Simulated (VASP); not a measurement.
# WC (Qusongite) (P-6m2) in VASP: further runs

Runs on WC (Qusongite). Level: PBE. Tasks: single point.

Program: VASP 6.6.1. These are calculated values, not measurements. Logs are shortened: lines on timing, memory, paths and dates and some standing lists are left out, and cuts for length are marked.

## (1) The cell of the first run

It takes space group P-6m2 (No. 187, hexagonal). Conventional cell: a = 2.907 Å, b = 2.907 Å, c = 2.837 Å, α = 90.00°, β = 90.00°, γ = 120.00°. Within 2.9 Å of W (site symmetry -6m2) lie 6 C at 2.20 Å and 2 W at 2.84 Å. C (site symmetry -6m2) has 6 W at 2.20 Å and 2 C at 2.84 Å within 2.9 Å.

## (2) Single point, PBE

File INCAR:

```
ALGO = Normal ; EDIFF = 1E-7
ENCUT = 520 ; GGA = PE
ISIF = 2 ; ISMEAR = 1
LASPH = T ; LCHARG = F
LREAL = F ; LWAVE = F
NBANDS = 16 ; NELM = 60
PREC = Accurate ; SIGMA = 0.5
```

File KPOINTS:

```
k-points
0
Gamma
  11 11 10
```

File POSCAR:

```
WC
1.0
    2.9065000000      0.0000000000      0.0000000000
   -1.4532500000      2.5171028361      0.0000000000
    0.0000000000      0.0000000000      2.8366000000
W C
1 1
Direct
    0.0000000000      0.0000000000      0.0000000000
    0.6666666667      0.3333333333      0.5000000000
```

Potentials or basis: VASP PAW PBE potentials, release 64 (W_sv, C).

Run with:

```console
$ cat potpaw_PBE.64/W_sv/POTCAR potpaw_PBE.64/C/POTCAR > POTCAR
$ mpirun -np 1 vasp_std > vasp.out
```

OUTCAR:

```text
EDIFF = 1E-7
   ENCUT = 520
   GGA = PE
   ISIF = 2
   ISMEAR = 1
   LASPH = T
   LREAL = F
   NELM = 60
   PREC = Accurate

 ion  position               nearest neighbor table
   1  0.000  0.000  0.000-   2 2.20   2 2.20   2 2.20   2 2.20   2 2.20   2 2.20
   2  0.667  0.333  0.500-   1 2.20   1 2.20   1 2.20   1 2.20   1 2.20   1 2.20

  LATTYP: Found a hexagonal cell.
 ALAT       =     2.9065000000
 C/A-ratio  =     0.9759504559

  Lattice vectors:

 A1 = (   2.9065000000,   0.0000000000,   0.0000000000)
 A2 = (  -1.4532500000,   2.5171028361,   0.0000000000)
 A3 = (   0.0000000000,   0.0000000000,   2.8366000000)

Analysis of symmetry for initial positions (statically):
=====================================================================
 Subroutine PRICEL returns:
 Original cell was already a primitive cell.

 Routine SETGRP: Setting up the symmetry group for a
 hexagonal supercell.

 Subroutine GETGRP returns: Found 12 space group operations
 (whereof 12 operations were pure point group operations)
 out of a pool of 24 trial point group operations.

The static configuration has the point symmetry D_3h.

Analysis of symmetry for dynamics (positions and initial velocities):
=====================================================================
 Subroutine PRICEL returns:
 Original cell was already a primitive cell.

 Routine SETGRP: Setting up the symmetry group for a
 hexagonal supercell.

 Subroutine GETGRP returns: Found 12 space group operations
 (whereof 12 operations were pure point group operations)
 out of a pool of 24 trial point group operations.

The dynamic configuration has the point symmetry D_3h.

 Subroutine INISYM returns: Found 12 space group operations
 (whereof 12 operations are pure point group operations),
 and found     1 'primitive' translations

----------------------------------------------------------------------------------------

                                     Primitive cell

  volume of cell :      20.7525

  direct lattice vectors                    reciprocal lattice vectors
     2.906500000  0.000000000  0.000000000     0.344056425  0.198641070  0.000000000
    -1.453250000  2.517102836  0.000000000     0.000000000  0.397282139  0.000000000
     0.000000000  0.000000000  2.836600000     0.000000000  0.000000000  0.352534725

  length of vectors
     2.906500000  2.906500000  2.836600000     0.397282139  0.397282139  0.352534725

  position of ions in fractional coordinates (direct lattice)
     0.000000000  0.000000000  0.000000000
     0.666666667  0.333333333  0.500000000

  ion indices of the primitive-cell ions
   primitive index   ion index
                 1           1
                 2           2

----------------------------------------------------------------------------------------

 KPOINTS: k-points

Automatic generation of k-mesh.
 Grid dimensions read from file:
 generate k-points for:   11   11   10

 Generating k-lattice:

  Cartesian coordinates                     Fractional coordinates (reciprocal lattice)
     0.031277857  0.018058279  0.000000000     0.090909091  0.000000000  0.000000000
     0.000000000  0.036116558  0.000000000     0.000000000  0.090909091  0.000000000
     0.000000000  0.000000000  0.035253472     0.000000000  0.000000000  0.100000000

  Length of vectors
     0.036116558  0.036116558  0.035253472

  Shift w.r.t. Gamma in fractional coordinates (k-lattice)
     0.000000000  0.000000000  0.000000000

 Subroutine IBZKPT returns following result:
 ===========================================

 Found     96 irreducible k-points:

 Following reciprocal coordinates:
            Coordinates               Weight
  0.000000  0.000000  0.000000      1.000000
  0.090909 -0.000000  0.000000      6.000000
  0.181818 -0.000000  0.000000      6.000000
  0.272727  0.000000  0.000000      6.000000
  0.363636  0.000000  0.000000      6.000000
  0.454545  0.000000  0.000000      6.000000
[... 16 lines left out ...]
  0.090909  0.090909  0.100000     12.000000
  0.181818  0.090909  0.100000     24.000000
 [... further k-points ...]
   k-points           NKPTS =     96   k-points in BZ     NKDIM =     96   number of bands    NBANDS=     16
   number of dos      NEDOS =    301   number of ions     NIONS =      2
   total plane-waves  NPLWV =  13824
   dimension x,y,z NGX =    24 NGY =   24 NGZ =   24
   dimension x,y,z NGXF=    48 NGYF=   48 NGZF=   48
   ions per type =               1   1
   NGX,Y,Z   is equivalent  to a cutoff of  13.73, 13.73, 14.07 a.u.
   NGXF,Y,Z  is equivalent  to a cutoff of  27.46, 27.46, 28.13 a.u.
 SYSTEM =  unknown system
   PREC   = accura    normal or accurate (medium, high low for compatibility)
   ISTART =      0    job   : 0-new  1-cont  2-samecut
   ICHARG =      2    charge: 1-file 2-atom 10-const
   ISPIN  =      1    spin polarized calculation?
   LNONCOLLINEAR =      F non collinear calculations
   LSORBIT =      F    spin-orbit coupling
   LASPH  =      T    aspherical Exc in radial PAW
   ENCUT  =  520.0 eV  38.22 Ry    6.18 a.u.   5.40  5.40  5.27*2*pi/ulx,y,z
   NELM   =     60;   NELMIN=  2; NELMDL= -5     # of ELM steps
   EDIFF  = 0.1E-06   stopping-criterion for ELM
   LREAL  =      F    real-space projection
   EDIFFG = 0.1E-05   stopping-criterion for IOM
   NSW    =      0    number of steps for IOM
   IBRION =     -1    ionic relax: 0-MD 1-quasi-New 2-CG
   NFREE  =      0    steps in history (QN), initial steepest desc. (CG)
   ISIF   =      2    stress and relaxation
   ISYM   =      2    0-nonsym 1-usesym 2-fastsym
   POTIM  = 0.5000    time-step for ionic-motion
   TEBEG  =    0.0;   TEEND  =   0.0 temperature during run
   PSTRESS=    0.0 pullay stress
   NELECT =      18.0000    total number of electrons
   NUPDOWN=      -1.0000    fix difference up-down
   EMIN   =  10.00;   EMAX   =-10.00  energy-range for DOS
   EFERMI =   0.00;   METHOD = LEGACY
   ISMEAR =     1;   SIGMA  =   0.50  broadening in eV -4-tet -1-fermi 0-gaus
   EFERMI_NEDOS =   21; number of points for ismear=-14 and -15
   IALGO  =     38    algorithm
   IMIX   =      4    mixing-type and parameters
     AMIX     =   0.40;   BMIX     =  1.00
     AMIX_MAG =   1.60;   BMIX_MAG =  1.00
  volume/ion in A,a.u.               =      10.38        70.02
  Fermi-wavevector in a.u.,A,eV,Ry     =   1.561262  2.950358 33.164744  2.437540
  Thomas-Fermi vector in A             =   2.664353
   LORBIT       =      0    0 simple, 1 ext, 2 COOP (PROOUT), +10 PAW based schemes
   GGA     = PE    functional components
   LHFCALC =     F    Hartree Fock is set to
   AEXX    =    0.0000 exact exchange contribution
   IVDW    =     0    specifies the selected vdW correction
   LEPSILON=     F    determine dielectric tensor
   LRPA    =     F    only Hartree local field effects (RPA)
 non-spin polarized calculation
 Methfessel and Paxton  Order N= 1 SIGMA  =   0.50
  energy-cutoff  :      520.00
  volume of cell :       20.75
 maximum number of plane-waves:       580
 NGX is ok and might be reduce to    24
   NGX = 11   NGY = 11   NGZ = 11

 number of electron      18.0000000 magnetization

 Free energy of the ion-electron system (eV)
  ---------------------------------------------------
  ext. energy  EPLUGINS =         0.00000000
  ---------------------------------------------------
  free energy    TOTEN  =       -22.44073929 eV

  energy without entropy =      -22.45074920  energy(sigma->0) =      -22.44407593

 E-fermi :  11.0742     XC(G=0): -13.8000

 val. band max:       11.0670784882   @ k =   0.4545   0.0909   0.5000
 cond. band min:      11.1341132038   @ k =   0.2727   0.2727   0.0000
 fundamental gap:      0.0670347156
 Fermi energy:        11.0741962955

 k-point     1 :       0.0000    0.0000    0.0000
  band No.  band energies     occupation
      1     -62.9254      2.00000
      2     -26.9058      2.00000
      3     -26.8042      2.00000
      4     -26.8042      2.00000
      5      -3.3722      2.00000
      6       6.7662      2.00000
[... 8 lines left out ...]
     15      25.4233      0.00000
     16      27.8166      0.00000

 k-point     2 :       0.0909   -0.0000    0.0000
  band No.  band energies     occupation
      1     -62.9208      2.00000
      2     -26.8970      2.00000
      3     -26.8722      2.00000
      4     -26.8196      2.00000
      5      -3.1562      2.00000
      6       6.8089      2.00000
[... 8 lines left out ...]
     15      25.0302      0.00000
     16      28.2704      0.00000

 k-point     3 :       0.1818   -0.0000    0.0000
  band No.  band energies     occupation
      1     -62.9084      2.00000
      2     -27.0515      2.00000
      3     -26.8735      2.00000
      4     -26.8606      2.00000
      5      -2.5528      2.00000
      6       6.2517      2.00000
[... 8 lines left out ...]
     15      24.7622      0.00000
     16      29.4973      0.00000

 k-point     4 :       0.2727    0.0000    0.0000
  band No.  band energies     occupation
      1     -62.8921      2.00000
      2     -27.2794      2.00000
      3     -26.9139      2.00000
      4     -26.8425      2.00000
      5      -1.6890      2.00000
      6       5.3389      2.00000
[... 8 lines left out ...]
     15      25.3754      0.00000
     16      29.0150      0.00000

 k-point     5 :       0.3636    0.0000    0.0000
  band No.  band energies     occupation
      1     -62.8772      2.00000
      2     -27.4825      2.00000
      3     -26.9624      2.00000
      4     -26.8138      2.00000
      5      -0.7715      2.00000
      6       4.5705      2.00000
[... 8 lines left out ...]
     15      25.7743      0.00000
     16      27.7659      0.00000

 k-point     6 :       0.4545    0.0000    0.0000
  band No.  band energies     occupation
      1     -62.8682      2.00000
      2     -27.6006      2.00000
      3     -26.9910      2.00000
      4     -26.7967      2.00000
      5      -0.1228      2.00000
      6       4.1101      2.00000
[... 8 lines left out ...]
     15      24.1670      0.00000
     16      28.9671      0.00000

 k-point     7 :       0.0909    0.0909    0.0000
  band No.  band energies     occupation
      1     -62.9123      2.00000
      2     -26.9916      2.00000
      3     -26.8809      2.00000
      4     -26.8520      2.00000
      5      -2.7456      2.00000
      6       6.4920      2.00000
[... 8 lines left out ...]
     15      24.7836      0.00000
     16      28.9532      0.00000

 k-point     8 :       0.1818    0.0909    0.0000
  band No.  band energies     occupation
      1     -62.8980      2.00000
      2     -27.1848      2.00000
      3     -26.9096      2.00000
      4     -26.8536      2.00000
      5      -2.0059      2.00000
      6       5.6951      2.00000
[... 8 lines left out ...]
     15      25.0154      0.00000
     16      29.2901      0.00000

 k-point     9 :       0.2727    0.0909    0.0000
  band No.  band energies     occupation
      1     -62.8824      2.00000
      2     -27.3885      2.00000
      3     -26.9721      2.00000
      4     -26.8237      2.00000
      5      -1.0951      2.00000
      6       4.9026      2.00000
[... 8 lines left out ...]
     15      26.0316      0.00000
     16      27.9131      0.00000
[... 172 lines left out ...]
 k-point    19 :       0.1818   -0.0000    0.1000
  band No.  band energies     occupation
      1     -62.9045      2.00000
      2     -27.0446      2.00000
      3     -26.9451      2.00000
      4     -26.8539      2.00000
      5      -2.3407      2.00000
      6       6.3536      2.00000
[... 8 lines left out ...]
     15      24.5589      0.00000
     16      29.3294      0.00000

 k-point    20 :       0.2727    0.0000    0.1000
  band No.  band energies     occupation
      1     -62.8883      2.00000
      2     -27.2707      2.00000
      3     -26.9129      2.00000
      4     -26.9069      2.00000
      5      -1.5193      2.00000
      6       5.4071      2.00000
[... 8 lines left out ...]
     15      24.9008      0.00000
     16      28.5885      0.00000

 k-point    21 :       0.3636    0.0000    0.1000
  band No.  band energies     occupation
      1     -62.8734      2.00000
      2     -27.4726      2.00000
      3     -26.9551      2.00000
      4     -26.8828      2.00000
      5      -0.6569      2.00000
      6       4.5727      2.00000
[... 8 lines left out ...]
     15      25.2293      0.00000
     16      27.7817      0.00000

 k-point    22 :       0.4545    0.0000    0.1000
  band No.  band energies     occupation
      1     -62.8645      2.00000
      2     -27.5900      2.00000
      3     -26.9835      2.00000
      4     -26.8648      2.00000
      5      -0.0516      2.00000
      6       4.0531      2.00000
[... 8 lines left out ...]
     15      24.1225      0.00000
     16      28.7812      0.00000

 k-point    23 :       0.0909    0.0909    0.1000
  band No.  band energies     occupation
      1     -62.9084      2.00000
      2     -26.9866      2.00000
      3     -26.9514      2.00000
      4     -26.8453      2.00000
      5      -2.5254      2.00000
      6       6.6050      2.00000
[... 8 lines left out ...]
     15      24.6689      0.00000
     16      28.6565      0.00000

 k-point    24 :       0.1818    0.0909    0.1000
  band No.  band energies     occupation
      1     -62.8941      2.00000
      2     -27.1767      2.00000
      3     -26.9245      2.00000
      4     -26.9025      2.00000
      5      -1.8197      2.00000
      6       5.8253      2.00000
[... 8 lines left out ...]
     15      24.6304      0.00000
     16      28.8831      0.00000

 [... further k-points ...]
[... 5 lines left out ...]
  --------------------------------------------------------------------------------------
  -------------------------------------------------------------------------------------
  Total        0.8624342      0.8624342      0.8469623     -0.0000000      0.0000000      0.0000000
  in kB       66.5835807     66.5835807     65.3890880     -0.0000000      0.0000000      0.0000000
  external PRESSURE =      66.1854165 kB  Pullay stress =       0.0000000 kB

 VOLUME and BASIS-vectors are now :
 -----------------------------------------------------------------------------
  energy-cutoff  :      520.00
  volume of cell :       20.75
      direct lattice vectors                 reciprocal lattice vectors
     2.906500000  0.000000000  0.000000000     0.344056425  0.198641070  0.000000000
    -1.453250000  2.517102836  0.000000000     0.000000000  0.397282139  0.000000000
     0.000000000  0.000000000  2.836600000     0.000000000  0.000000000  0.352534725

 POSITION                                       TOTAL-FORCE (eV/Angst)
 -----------------------------------------------------------------------------------
      0.00000      0.00000      0.00000         0.000000     -0.000000      0.000000
      1.45325      0.83903      1.41830        -0.000000      0.000000      0.000000
 -----------------------------------------------------------------------------------
    total drift:                                0.000000     -0.000000      0.000000

  FREE ENERGIE OF THE ION-ELECTRON SYSTEM (eV)
  ---------------------------------------------------
  free  energy   TOTEN  =       -22.4407392950 eV

  energy  without entropy=      -22.4507492018  energy(sigma->0) =      -22.44407593
```

Run time: 19 s. Hardware: 1 thread of Intel Xeon Platinum 8488C (Sapphire Rapids), shared host; peak memory 0.16 GiB.

What came out:

```yaml
Free_energy: -22.4407 eV
Pressure: 6.6 GPa
Band_gap_on_the_k_mesh: zero (band 9 reaches 11.72 eV, above the bottom of band 10 at 10.49 eV)
```

Stress tensor (GPa, compression positive):
```
6.66 0.00 0.00
0.00 6.66 0.00
0.00 0.00 6.54
```

Caveat: spin-orbit coupling is left out, which moves the levels of the heavy elements.

## (3) Single point, PBE

File INCAR:

```
SYSTEM = WC
ALGO     = Normal         ! electronic algorithm
EDIFF    = 1E-6           ! SCF threshold, eV
ENCUT    = 520            ! plane-wave cutoff, eV
GGA      = PE             ! functional
ISIF     = 2              ! what is computed and relaxed
ISMEAR   = 1              ! smearing method
LASPH    = .True.         ! aspherical terms in the spheres
LCHARG   = .True.         ! write CHGCAR
LELF     = .True.         ! ELF
LREAL    = .False.        ! projectors in reciprocal space
LVHAR    = .True.       
LWAVE    = .False.        ! write WAVECAR
NBANDS   = 16             ! bands
NELM     = 60             ! most SCF steps
PREC     = Accurate       ! precision mode
SIGMA    = 0.3            ! smearing width, eV
```

File KPOINTS:

```
k-points
0
Gamma
  11 11 10
  0 0 0
```

POSCAR is that of step 2.

Potentials or basis: VASP PAW PBE potentials, release 64 (W_sv, C).

Run with:

```console
$ cat potpaw_PBE.64/W_sv/POTCAR potpaw_PBE.64/C/POTCAR > POTCAR
$ mpirun -np 1 vasp_std > vasp.out
```

It took 16 s on 1 thread of Intel Xeon Platinum 8488C (Sapphire Rapids), shared host; peak memory 0.16 GiB.

It converged, with:

| Property | Result |
| --- | --- |
| Free energy | -22.4427 eV |
| Pressure | 6.7 GPa |
| Band gap on the k mesh | zero (band 9 reaches 11.72 eV, above the bottom of band 10 at 10.49 eV) |

Stress tensor (GPa, compression positive):
```
6.79 0.00 0.00
0.00 6.79 0.00
0.00 0.00 6.55
```

Levels at points of the mesh, in eV from the Fermi level:
| k point | band 5 | band 6 | band 7 | band 8 | band 9 | band 10 | band 11 | band 12 | band 13 | band 14 |
| --- | --- | --- | --- | --- | --- | --- | --- | --- | --- | --- |
| (0.00, 0.00, 0.00) | -14.49 | -4.35 | -3.37 | -3.37 | 0.05 | 3.19 | 3.19 | 5.59 | 5.59 | 6.35 |
| (0.00, 0.00, 0.50) | -10.46 | -8.69 | -2.05 | -2.05 | -0.62 | -0.62 | 3.63 | 4.49 | 4.49 | 9.93 |

Caveat: spin-orbit coupling is left out, which moves the levels of the heavy elements.
